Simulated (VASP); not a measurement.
**InP: single point with PBE-based screened hybrid**

Crystal: InP.

```
CELL_PARAMETERS angstrom
0.00000 2.95379 2.95379
2.95379 0.00000 2.95379
2.95379 2.95379 0.00000
ATOMIC_POSITIONS crystal
In 0.00000 0.00000 0.00000
P 0.25000 0.25000 0.25000
```

```
Program             : VASP 6.6.1
Task                : single point
Functional          : PBE-based screened hybrid
Potentials or basis : VASP PAW PBE potentials, release 64 (In_d, P)
Cutoff              : 520 eV
k mesh              : 4 × 4 × 4
Occupations         : gaussian, width 0.01 eV
Spin                : no spin polarisation
```

| Quantity | Value |
| --- | --- |
| Pressure | 0.9 GPa |
| Band gap on the k mesh | 0.87 eV, direct |

Levels at points of the mesh, in eV from the valence-band top:
```csv
k point,band 6,band 7,band 8,band 9,band 10,band 11,band 12,band 13
"(0.00, 0.00, 0.00)",-11.99,0.00,0.00,0.00,0.87,4.37,4.37,4.37
"(0.50, 0.00, 0.00)",-10.28,-5.80,-0.97,-0.97,1.71,5.09,5.09,7.39
"(0.50, 0.50, 0.00)",-9.62,-5.84,-2.33,-2.33,1.98,2.51,9.56,9.97
```

Run time: 11 min on 1 thread of Intel Xeon 8259CL, with other jobs on the host, peak memory 0.28 GiB.

Caveat: the k points lie up to 0.46 Å⁻¹ apart; the PAW data sets were made with another functional, which shifts forces and pressure a little; spin-orbit coupling is left out, which moves the levels of the heavy elements.
